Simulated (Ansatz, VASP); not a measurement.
## GaP: VASP beside Ansatz

```
Ga P
1.0
     0.00000    2.72525    2.72525
     2.45273    0.00000    2.72525
     2.45273    2.72525    0.00000
Ga P
1 1
Direct
  0.00000 0.00000 0.00000
  0.75000 0.75000 0.75000
```

Change from the starting cell: strain -0.1000 x Voigt [1, 0, 0, 0, 0, 0], atoms carried along.

Alike in both runs: task single point; functional PBE; k mesh 8 × 8 × 8; occupations gaussian, width 0.05 eV; no spin polarisation.

```csv
,VASP,Ansatz
version,VASP 6.6.1,Ansatz 0.2.0
potentials or method,"VASP PAW PBE potentials, release 64 (Ga_d, P), cutoff 520 eV","scalar-relativistic, plane waves, PAW"
valence electrons in the cell,18,18
```

VASP gave:

| Quantity | Value |
| --- | --- |
| gap on the k mesh at the Fermi level (eV) | 0.44 |
| least direct gap on the mesh (eV) | 2.30 |
| pressure (GPa) | 13.5 |
| traceless stress, the component that is largest in VASP (GPa) | 3.91 |

What did Ansatz give for the same quantities?

gap on the k mesh at the Fermi level (eV): 0.44; least direct gap on the mesh (eV): 2.30; pressure (GPa): 13.7; traceless stress, the component that is largest in VASP (GPa): 3.89.

The functional is the same, so the differences come from potentials, cutoffs and numerics.
